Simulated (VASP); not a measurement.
# H6C: single point with PBE

H6C:

```
H C
1.0
     6.06594    0.00000    0.00000
     0.00000    6.06594    0.00000
     0.00000    0.00000    6.06594
H C
18 3
Direct
  0.79409 0.03120 0.22885
  0.79886 0.02998 0.10313
  0.39760 0.48760 0.00953
  0.33475 0.51945 0.90368
  0.93263 0.53149 0.43378
  0.80767 0.51382 0.42776
  0.17577 0.01843 0.25352
  0.24339 0.14449 0.99458
  0.24109 0.85048 0.01893
  0.45284 0.00749 0.15190
  0.46435 0.35652 0.35895
  0.22050 0.51983 0.39831
  0.47926 0.65331 0.34659
  0.43065 0.51702 0.60700
  0.68211 0.88478 0.68108
  0.94712 0.99122 0.76220
  0.70484 0.15883 0.79258
  0.81168 0.10052 0.52335
  0.27731 0.00530 0.10498
  0.40135 0.51176 0.42711
  0.78628 0.03281 0.69120
```

* Program: VASP 6.6.1
* Task: single point
* Functional: PBE
* Potentials or basis: VASP PAW PBE potentials, release 64 (H, C)
* Cutoff: 520 eV
* k mesh: 1 × 1 × 1
* Occupations: fermi-dirac, width 0.02 eV
* Spin: no spin polarisation

- Pressure: -0.6 GPa
- Largest force: 0.383 eV/Å
- Band gap on the k mesh: 8.65 eV

Forces in eV/Å, atoms in the order of the input:
```
H    0.010  0.000  0.021
H    0.008 -0.002 -0.039
H   -0.241  0.112 -0.211
H    0.269 -0.106  0.251
H   -0.114 -0.050 -0.012
H    0.087  0.051  0.031
H    0.014 -0.007 -0.015
H    0.019 -0.031  0.046
H    0.007  0.001  0.009
H   -0.029  0.006 -0.036
H   -0.019  0.032  0.065
H    0.070 -0.003  0.017
H   -0.004  0.026  0.035
H    0.013 -0.012  0.012
H    0.102  0.126  0.021
H   -0.043 -0.003 -0.059
H    0.023 -0.026 -0.073
H   -0.037 -0.084  0.092
C   -0.007  0.059 -0.006
C   -0.086 -0.040 -0.100
C   -0.043 -0.048 -0.050
```

Stress tensor (GPa, compression positive):
```
-1.00 -0.02  0.08
-0.02  0.40 -0.02
 0.08 -0.02 -1.22
```

Levels at points of the mesh, in eV from the valence-band top:
| k point | band 12 | band 13 | band 14 | band 15 | band 16 | band 17 | band 18 | band 19 |
| --- | --- | --- | --- | --- | --- | --- | --- | --- |
| (0.00, 0.00, 0.00) | -0.37 | -0.18 | -0.14 | 0.00 | 8.65 | 10.10 | 10.43 | 10.65 |

Wall time 15 s on 1 thread of Intel(R) Xeon(R) 6975P-C (Granite Rapids), with other jobs on the host, peak memory 0.3 GiB.

Caveat: the k points lie up to 1.04 Å⁻¹ apart.
